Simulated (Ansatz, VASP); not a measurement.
ReBi: VASP beside Ansatz

```
CELL_PARAMETERS angstrom
0.00000 2.34947 2.34947
2.34947 0.00000 2.34947
2.34947 2.34947 0.00000
ATOMIC_POSITIONS crystal
Re 0.00000 0.00000 0.00000
Bi 0.25000 0.25000 0.25000
```

Change from the starting cell: volume scaled by 0.43, PAW files, source ansatz.

Alike in both runs: task single point; functional PBE; k mesh 11 × 11 × 11; occupations fermi-dirac, width 0.1 eV; no spin polarisation.

|  | VASP | Ansatz |
| --- | --- | --- |
| version | VASP 6.6.1 | Ansatz 0.2.0 |
| potentials or method | VASP PAW PBE potentials, release 64 (Re, Bi_d) | scalar-relativistic |
| plane-wave cutoff (eV) | 520 | 560 |
| valence electrons in the cell | 22 | 52 |

Ansatz gave:

* pressure (GPa): 448.6

Q: Which values does VASP return?

A: Pressure (GPa): 443.2.

Both programs put the cell under a high pressure, so it lies far from rest at this level. VASP's potentials hold 22 valence electrons a cell and Ansatz's 52, so a difference there can come from the potentials and not from the codes.

Spin-orbit coupling is off throughout. Noted on VASP's run: the cell as given lies far from equilibrium.
